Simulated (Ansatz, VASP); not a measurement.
# SnO in VASP and in Ansatz

```xyz
4
Lattice="3.8272 0.0000 0.0000 0.0000 3.8272 0.0000 0.0000 0.0000 4.8680" Properties=species:S:1:pos:R:3 pbc="T T T"
Sn    0.0000    1.9136    1.1610
Sn    1.9136    0.0000    3.7070
O     0.0000    0.0000    0.0000
O     1.9136    1.9136    0.0000
```

Change from the starting cell: volume scaled by 1.02, crystal datasets.

Alike in both runs: task electric field gradients; functional PBEsol; k mesh 8 × 8 × 6; occupations fermi-dirac, width 0.01 eV; no spin polarisation.

|  | VASP | Ansatz |
| --- | --- | --- |
| version | VASP 6.6.1 | Ansatz 0.2.0 |
| potentials or method | VASP PAW PBE potentials, release 64 (Sn_d, O), cutoff 520 eV | all-electron PAW with datasets made for the crystal, scalar-relativistic |

VASP gave:

* pressure (GPa): -1.6
* rms of the force components (eV/Å): 0.054
* size of Vzz on the site where it differs most (V/Å²): 159.2

Q: Which values does Ansatz return?

A: Pressure (GPa): -1.9; rms of the force components (eV/Å): 0.089; size of Vzz on the site where it differs most (V/Å²): 166.2.

VASP's potentials were made for PBE, not for PBEsol. Atom by atom the forces differ by 0.035 eV/Å (rms over components). Ansatz ran all-electron here, and VASP with PAW potentials.
